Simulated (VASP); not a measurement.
Here is a VASP 6.6.1 calculation.

File INCAR:

```
SYSTEM = GaCo
PREC     = Accurate       ! precision mode
ENCUT    = 520            ! plane-wave cutoff, eV
EDIFF    = 1E-7           ! SCF threshold, eV
ISMEAR   = 0              ! smearing method
SIGMA    = 0.1            ! smearing width, eV
LREAL    = .FALSE.        ! projectors in reciprocal space
LASPH    = .TRUE.         ! aspherical terms in the spheres
NELM     = 150            ! most SCF steps
ALGO     = Normal         ! electronic algorithm
ISIF     = 2              ! what is computed and relaxed
LWAVE    = .FALSE.        ! write WAVECAR
LCHARG   = .FALSE.        ! write CHGCAR
ISPIN    = 2              ! spin polarisation
MAGMOM   = 0 0 3 3        ! initial moments
LORBIT   = 11             ! projections on sites
LMAXMIX  = 4              ! l up to which the mixer works
GGA      = PE             ! functional
NBANDS   = 34             ! bands
```

File KPOINTS:

```
regular mesh
0
G
  6 6 4
  0 0 0
```

File POSCAR:

```
GaCo
1.0
    4.5014368732     -1.3764156860      0.0000000000
    4.5014368732      1.3764156860      0.0000000000
   -1.2618309735      0.0000000000      3.9756151186
Ga Co
2 2
Direct
    0.1165283063      0.1165283063      0.3027743700
    0.8834716937      0.8834716937      0.6972256300
    0.6270189279      0.6270189279      0.8078154735
    0.3729810721      0.3729810721      0.1921845265
```

Potentials or basis: VASP PAW PBE potentials, release 64 (Ga_d, Co).

Command:

```sh
$ cat potpaw_PBE.64/Ga_d/POTCAR potpaw_PBE.64/Co/POTCAR > POTCAR
$ mpirun -np 1 vasp_std > vasp.out
```

Task: What does it give for the site moments?

Result: Ga -0.02; Co +0.50 μB.

Task: Predict the largest force.

Result: 0.074 eV/Å.

Task: Estimate the net moment.

Result: 0.93 μB per cell.

Task: What does it give for the pressure?

Result: 0.7 GPa.

Forces on the atoms (eV/Å):
```
Ga   0.025  0.000 -0.012
Ga  -0.025  0.000  0.012
Co   0.070  0.000  0.022
Co  -0.070  0.000 -0.022
```

Caveat: the k points lie up to 0.40 Å⁻¹ apart.
